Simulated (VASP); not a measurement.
Runs of VASP 6.6.1 on CsP4. The structure is that of space group P4/mmm (No. 123), or close to it. The cells are those of the table. 

```csv
task,cell,k mesh,cutoff (eV),gap on the mesh (eV),pressure (GPa),relaxed volume (Å³/atom),largest force (eV/Å)
relaxation of cell and atoms,"relaxed from a = 5.494, b = 5.494, c = 7.770 Å, 5 atoms",4 × 4 × 2,600,none,0.1,22.75,0.03
single point,"a = 3.777, b = 3.777, c = 7.967 Å, 5 atoms",4 × 4 × 2,520,none,0.0,-,0.03
relaxation of cell and atoms,"relaxed from a = 3.777, b = 3.777, c = 7.967 Å, 5 atoms",10 × 10 × 6,600,none,0.0,(b),0.01
single point,"a = 5.494, b = 5.494, c = 7.770 Å, 5 atoms",4 × 4 × 2,520,none,-4.3,-,(a)
single point,"a = 3.792, b = 3.792, c = 7.909 Å, 5 atoms",10 × 10 × 6,520,none,0.0,-,0.07
```

Alike in all rows: level PBE; potentials or basis VASP PAW PBE potentials, release 64 (Cs_sv, P); no spin polarisation; smearing gaussian 0.1 eV.

Question: Estimate the missing entries.

Answer: (a) 0.27; (b) 22.79.

Caveats: some runs use coarse meshes; spin-orbit coupling is left out, which moves the levels of the heavy elements; the volume moved by over 15 % at a fixed basis, so the end points are rough (some runs).

A k mesh can miss the band edges, and the runs leave out spin-orbit coupling on Cs.

A gap of «none» marks levels without a gap at the run's occupations.
